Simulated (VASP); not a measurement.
# AlRu (P4mm) in VASP: a series of runs, part 3 of 3

VASP 6.6.1. Earlier steps stand in the parts before.

**4. Single point, PBEsol (all Ru atoms moved -0.050 Å, as atom 2 along Cartesian [0 0 1])**

INCAR

```
  PREC = Accurate
  ENCUT = 520
  EDIFF = 1E-6
  ISMEAR = 0
  SIGMA = 0.15
  LREAL = False
  LASPH = True
  NELM = 80
  ALGO = Fast
  ISIF = 2
  LWAVE = False
  LCHARG = True
  GGA = PS
  LELF = True
  LVHAR = True
  NBANDS = 16
```

KPOINTS

```
Automatic mesh
0
Gamma
  20 20 20
```

POSCAR

```
AlRu
1.0
    2.9764078228      0.0000000000      0.0000000000
    0.0000000000      2.9764078228      0.0000000000
    0.0000000000      0.0000000000      2.9764078228
Al Ru
1 1
Direct
    0.0000000000      0.0000000000      0.0000000000
    0.5000000000      0.5000000000      0.4832012268
```

Potentials or basis: VASP PAW PBE potentials, release 64 (Al, Ru_pv).

On the command line:

```console
$ cat potpaw_PBE.64/Al/POTCAR potpaw_PBE.64/Ru_pv/POTCAR > POTCAR
$ mpirun -np 1 vasp_std > vasp.out
```

OUTCAR:

```text
PREC = Accurate
   ENCUT = 520
   EDIFF = 1E-6
   ISMEAR = 0
   LREAL = False
   LASPH = True
   NELM = 80
   ISIF = 2
   GGA = PS

 ion  position               nearest neighbor table
   1  0.000  0.000  0.000-   2 2.55   2 2.55   2 2.55   2 2.55   2 2.61   2 2.61   2 2.61   2 2.61

   2  0.500  0.500  0.483-   1 2.55   1 2.55   1 2.55   1 2.55   1 2.61   1 2.61   1 2.61   1 2.61

  LATTYP: Found a simple cubic cell.
 ALAT       =     2.9764078228

  Lattice vectors:

 A1 = (   2.9764078228,   0.0000000000,   0.0000000000)
 A2 = (   0.0000000000,   2.9764078228,   0.0000000000)
 A3 = (   0.0000000000,   0.0000000000,   2.9764078228)

Analysis of symmetry for initial positions (statically):
=====================================================================
 Subroutine PRICEL returns:
 Original cell was already a primitive cell.

 Routine SETGRP: Setting up the symmetry group for a
 simple cubic supercell.

 Subroutine GETGRP returns: Found  8 space group operations
 (whereof  8 operations were pure point group operations)
 out of a pool of 48 trial point group operations.

The static configuration has the point symmetry C_4v.

Analysis of symmetry for dynamics (positions and initial velocities):
=====================================================================
 Subroutine PRICEL returns:
 Original cell was already a primitive cell.

 Routine SETGRP: Setting up the symmetry group for a
 simple cubic supercell.

 Subroutine GETGRP returns: Found  8 space group operations
 (whereof  8 operations were pure point group operations)
 out of a pool of 48 trial point group operations.

The dynamic configuration has the point symmetry C_4v.

 Subroutine INISYM returns: Found  8 space group operations
 (whereof  8 operations are pure point group operations),
 and found     1 'primitive' translations

----------------------------------------------------------------------------------------

                                     Primitive cell

  volume of cell :      26.3680

  direct lattice vectors                    reciprocal lattice vectors
     2.976407823  0.000000000  0.000000000     0.335975464  0.000000000  0.000000000
     0.000000000  2.976407823  0.000000000     0.000000000  0.335975464  0.000000000
     0.000000000  0.000000000  2.976407823     0.000000000  0.000000000  0.335975464

  length of vectors
     2.976407823  2.976407823  2.976407823     0.335975464  0.335975464  0.335975464

  position of ions in fractional coordinates (direct lattice)
     0.000000000  0.000000000  0.000000000
     0.500000000  0.500000000  0.483201227

  ion indices of the primitive-cell ions
   primitive index   ion index
                 1           1
                 2           2

----------------------------------------------------------------------------------------

 KPOINTS: Automatic mesh

Automatic generation of k-mesh.
 Grid dimensions read from file:
 generate k-points for:   20   20   20

 Generating k-lattice:

  Cartesian coordinates                     Fractional coordinates (reciprocal lattice)
     0.016798773  0.000000000  0.000000000     0.050000000  0.000000000  0.000000000
     0.000000000  0.016798773  0.000000000     0.000000000  0.050000000  0.000000000
     0.000000000  0.000000000  0.016798773     0.000000000  0.000000000  0.050000000

  Length of vectors
     0.016798773  0.016798773  0.016798773

  Shift w.r.t. Gamma in fractional coordinates (k-lattice)
     0.000000000  0.000000000  0.000000000

 Subroutine IBZKPT returns following result:
 ===========================================

 Found    726 irreducible k-points:

 Following reciprocal coordinates:
            Coordinates               Weight
  0.000000  0.000000  0.000000      1.000000
  0.050000  0.000000  0.000000      4.000000
  0.000000  0.000000  0.050000      2.000000
  0.100000  0.000000  0.000000      4.000000
  0.000000  0.000000  0.100000      2.000000
  0.150000  0.000000  0.000000      4.000000
[... 16 lines left out ...]
  0.000000  0.050000  0.050000      8.000000
  0.100000  0.050000  0.000000      8.000000
 [... further k-points ...]
   k-points           NKPTS =    726   k-points in BZ     NKDIM =    726   number of bands    NBANDS=     16
   number of dos      NEDOS =    301   number of ions     NIONS =      2
   total plane-waves  NPLWV =  13824
   dimension x,y,z NGX =    24 NGY =   24 NGZ =   24
   dimension x,y,z NGXF=    48 NGYF=   48 NGZF=   48
   ions per type =               1   1
   NGX,Y,Z   is equivalent  to a cutoff of  13.41, 13.41, 13.41 a.u.
   NGXF,Y,Z  is equivalent  to a cutoff of  26.81, 26.81, 26.81 a.u.
 SYSTEM =  unknown system
   PREC   = accura    normal or accurate (medium, high low for compatibility)
   ISTART =      0    job   : 0-new  1-cont  2-samecut
   ICHARG =      2    charge: 1-file 2-atom 10-const
   ISPIN  =      1    spin polarized calculation?
   LNONCOLLINEAR =      F non collinear calculations
   LSORBIT =      F    spin-orbit coupling
   LASPH  =      T    aspherical Exc in radial PAW
   ENCUT  =  520.0 eV  38.22 Ry    6.18 a.u.   5.53  5.53  5.53*2*pi/ulx,y,z
   NELM   =     80;   NELMIN=  2; NELMDL= -5     # of ELM steps
   EDIFF  = 0.1E-05   stopping-criterion for ELM
   LREAL  =      F    real-space projection
   EDIFFG = 0.1E-04   stopping-criterion for IOM
   NSW    =      0    number of steps for IOM
   IBRION =     -1    ionic relax: 0-MD 1-quasi-New 2-CG
   NFREE  =      0    steps in history (QN), initial steepest desc. (CG)
   ISIF   =      2    stress and relaxation
   ISYM   =      2    0-nonsym 1-usesym 2-fastsym
   POTIM  = 0.5000    time-step for ionic-motion
   TEBEG  =    0.0;   TEEND  =   0.0 temperature during run
   PSTRESS=    0.0 pullay stress
   NELECT =      17.0000    total number of electrons
   NUPDOWN=      -1.0000    fix difference up-down
   EMIN   =  10.00;   EMAX   =-10.00  energy-range for DOS
   EFERMI =   0.00;   METHOD = LEGACY
   ISMEAR =     0;   SIGMA  =   0.15  broadening in eV -4-tet -1-fermi 0-gaus
   EFERMI_NEDOS =   21; number of points for ismear=-14 and -15
   IALGO  =     68    algorithm
   IMIX   =      4    mixing-type and parameters
     AMIX     =   0.40;   BMIX     =  1.00
     AMIX_MAG =   1.60;   BMIX_MAG =  1.00
  volume/ion in A,a.u.               =      13.18        88.97
  Fermi-wavevector in a.u.,A,eV,Ry     =   1.414269  2.672581 27.213787  2.000157
  Thomas-Fermi vector in A             =   2.535829
   LORBIT       =      0    0 simple, 1 ext, 2 COOP (PROOUT), +10 PAW based schemes
   GGA     = PS    functional components
   LHFCALC =     F    Hartree Fock is set to
   AEXX    =    0.0000 exact exchange contribution
   IVDW    =     0    specifies the selected vdW correction
   LEPSILON=     F    determine dielectric tensor
   LRPA    =     F    only Hartree local field effects (RPA)
 non-spin polarized calculation
 RMM-DIIS sequential band-by-band and
 Gauss-broadening in eV      SIGMA  =   0.15
  energy-cutoff  :      520.00
  volume of cell :       26.37
 maximum number of plane-waves:       739
 NGX is ok and might be reduce to    24
   NGX = 11   NGY = 11   NGZ = 11

 number of electron      16.9999997 magnetization

 Free energy of the ion-electron system (eV)
  ---------------------------------------------------
  ext. energy  EPLUGINS =         0.00000000
  ---------------------------------------------------
  free energy    TOTEN  =       -15.51760142 eV

  energy without entropy =      -15.49948938  energy(sigma->0) =      -15.50854540

 E-fermi :  10.8085     XC(G=0): -12.7654

 val. band max:       10.8075207492   @ k =   0.2000   0.2000   0.5000
 cond. band min:      10.8102877746   @ k =   0.3500   0.4500   0.4500
 fundamental gap:      0.0027670254
 Fermi energy:        10.8085397483

 k-point     1 :       0.0000    0.0000    0.0000
  band No.  band energies     occupation
      1     -30.9052      2.00000
      2     -30.9052      2.00000
      3     -30.9048      2.00000
      4       1.0407      2.00000
      5       7.1339      2.00000
      6       7.1360      2.00000
[... 8 lines left out ...]
     15      22.8081      0.00000
     16      26.1644      0.00000
[... 419 lines left out ...]
 k-point    24 :       0.1000    0.0500    0.0000
  band No.  band energies     occupation
      1     -30.9264      2.00000
      2     -30.9089      2.00000
      3     -30.9025      2.00000
      4       1.2835      2.00000
      5       7.2198      2.00000
      6       7.2230      2.00000
[... 8 lines left out ...]
     15      22.8102      0.00000
     16      26.8998      0.00000

 [... further k-points ...]

------------------------ aborting loop because EDIFF is reached ----------------------------------------

  FORCE on cell =-STRESS in cart. coord.  units (eV):
  Direction    XX          YY          ZZ          XY          YZ          ZX
  --------------------------------------------------------------------------------------
  -------------------------------------------------------------------------------------
  Total        0.0354893      0.0354893      0.0003103      0.0000000      0.0000000      0.0000000
  in kB        2.1564064      2.1564064      0.0188546      0.0000000      0.0000000      0.0000000
  external PRESSURE =       1.4438891 kB  Pullay stress =       0.0000000 kB

 VOLUME and BASIS-vectors are now :
 -----------------------------------------------------------------------------
  energy-cutoff  :      520.00
  volume of cell :       26.37
      direct lattice vectors                 reciprocal lattice vectors
     2.976407823  0.000000000  0.000000000     0.335975464  0.000000000  0.000000000
     0.000000000  2.976407823  0.000000000     0.000000000  0.335975464  0.000000000
     0.000000000  0.000000000  2.976407823     0.000000000  0.000000000  0.335975464

 POSITION                                       TOTAL-FORCE (eV/Angst)
 -----------------------------------------------------------------------------------
      0.00000      0.00000      0.00000         0.000000      0.000000     -0.408185
      1.48820      1.48820      1.43820         0.000000     -0.000000      0.408185
 -----------------------------------------------------------------------------------
    total drift:                                0.000000     -0.000000     -0.000436

  FREE ENERGIE OF THE ION-ELECTRON SYSTEM (eV)
  ---------------------------------------------------
  free  energy   TOTEN  =       -15.5176014226 eV

  energy  without entropy=      -15.4994893776  energy(sigma->0) =      -15.50854540
```

It took 3.3 min on 1 thread of AMD EPYC 9R14 (Zen 4), shared host; peak memory 0.36 GiB.

Results:

```
Free energy            : -15.5176 eV
Pressure               : 0.1 GPa
Largest force          : 0.408 eV/Å
Band gap on the k mesh : zero (an odd number of electrons rules out a gap without spin polarisation)
```

Forces on the atoms (eV/Å):
```
Al   0.000  0.000 -0.408
Ru   0.000  0.000  0.408
```

Caveat: the cell differs from its parent crystal (all Ru atoms moved -0.050 Å, as atom 2 along Cartesian [0 0 1]); the PAW data sets were made with another functional, which shifts forces and pressure a little.

**5. Single point, PBEsol (all Ru atoms moved +0.025 Å, as atom 2 along Cartesian [0 0 1])**

INCAR

```
ALGO = Fast
EDIFF = 1E-7
ENCUT = 520
GGA = PS
ISIF = 2
ISMEAR = 0
LASPH = True
LCHARG = True
LELF = True
LREAL = False
LVHAR = True
LWAVE = False
NBANDS = 16
NELM = 80
PREC = Accurate
SIGMA = 0.15
```

KPOINTS

```
k-points
0
Gamma
  20 20 20
```

POSCAR: that of step 4 with these lines changed.

```diff
@@ -9,2 +9,2 @@
     0.0000000000      0.0000000000      0.0000000000
-    0.5000000000      0.5000000000      0.4832012268
+    0.5000000000      0.5000000000      0.5083993866
```

On the command line:

```console
$ cat potpaw_PBE.64/Al/POTCAR potpaw_PBE.64/Ru_pv/POTCAR > POTCAR
$ mpirun -np 1 vasp_std > vasp.out
```

It took 2.9 min on 1 thread of AMD EPYC 9R14 (Zen 4), shared host; peak memory 0.36 GiB.

It converged, with:

```
Free energy            : -15.5253 eV
Pressure               : 0.1 GPa
Largest force          : 0.204 eV/Å
Band gap on the k mesh : zero (an odd number of electrons rules out a gap without spin polarisation)
```

Forces on the atoms (eV/Å):
```
Al   0.000  0.000  0.204
Ru   0.000  0.000 -0.204
```

Levels at points of the mesh, in eV from the Fermi level:
| k point | band 7 | band 8 | band 9 | band 10 | band 11 | band 12 |
| --- | --- | --- | --- | --- | --- | --- |
| (0.00, 0.00, 0.00) | 0.20 | 0.20 | 0.20 | 6.15 | 6.15 | 6.15 |
| (0.50, 0.00, 0.00) | -1.63 | -1.63 | 0.46 | 2.34 | 7.45 | 11.08 |
| (0.00, 0.00, 0.50) | -1.63 | -1.63 | 0.46 | 2.34 | 7.45 | 11.08 |
| (0.50, 0.50, 0.00) | -1.39 | -1.18 | -1.18 | 1.57 | 5.38 | 6.44 |
| (0.00, 0.50, 0.50) | -1.37 | -1.19 | -1.19 | 1.57 | 5.38 | 6.44 |
| (0.50, 0.50, 0.50) | 1.67 | 1.67 | 2.70 | 4.14 | 4.14 | 4.14 |

Caveat: the cell differs from its parent crystal (all Ru atoms moved +0.025 Å, as atom 2 along Cartesian [0 0 1]); the PAW data sets were made with another functional, which shifts forces and pressure a little.

**6. Summary**

```tsv
cell	further INCAR settings	gap on the mesh (eV)	pressure (GPa)	largest force (eV/Å)
as given, atomic positions A	ALGO = Fast; EDIFF = 1e-06; NBANDS = 16	none	0.9	0.81
as given, atomic positions B	ALGO = Fast; EDIFF = 1e-06; NBANDS = 16	none	0.5	0.61
as given, atomic positions C	ALGO = Fast; EDIFF = 1e-06; NBANDS = 16	none	0.1	0.41
as given, atomic positions D	ALGO = Fast; EDIFF = 1e-07; NBANDS = 16	none	0.1	0.20
```

Alike in all rows: task single point; level PBEsol; potentials or basis VASP PAW PBE potentials, release 64 (Al, Ru_pv); no spin polarisation; k mesh 20 × 20 × 20; cutoff (eV) 520; smearing gaussian 0.15 eV.

Caveats: the PAW data sets were made with another functional, which shifts forces and pressure a little.

Total energies depend on the potentials used, so only differences within one code and one set of settings carry meaning.
